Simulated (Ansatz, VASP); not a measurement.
## One calculation of CuI, two programs

```
Cu I
1.0
     3.66139    0.00000    0.00000
     0.00000    3.66139    0.00000
     0.00000    0.00000    3.66139
Cu I
1 1
Direct
  0.00000 0.00000 0.00000
  0.50000 0.50000 0.50000
```

Alike in both runs: task single point; functional PBE-based screened hybrid with a share of 0.4 of exact exchange and HFSCREEN = 0.2078; k mesh 4 × 4 × 4; occupations fermi-dirac, width 0.02 eV; no spin polarisation.

|  | VASP | Ansatz |
| --- | --- | --- |
| version | VASP 6.6.1 | Ansatz 0.2.0 |
| potentials or method | VASP PAW PBE potentials, release 64 (Cu, I) | plane waves |
| plane-wave cutoff (eV) | 520 | 420 |
| valence electrons in the cell | 18 | 36 |

|  | VASP | Ansatz | Ansatz less VASP |
| --- | --- | --- | --- |
| gap on the k mesh at the Fermi level (eV) | 1.15 | 1.15 | -0.004 |
| pressure (GPa) | 2.0 | 2.3 | +0.36 |

VASP's potentials were made for PBE, not for PBE-based screened hybrid. VASP's potentials hold 18 valence electrons a cell and Ansatz's 36, so a difference there can come from the potentials and not from the codes. Ansatz's warnings: stress exchange threshold loose, stress scf threshold loose.

The k mesh is coarse, so the values compare programs but aren't converged. Neither program's run includes spin-orbit coupling.
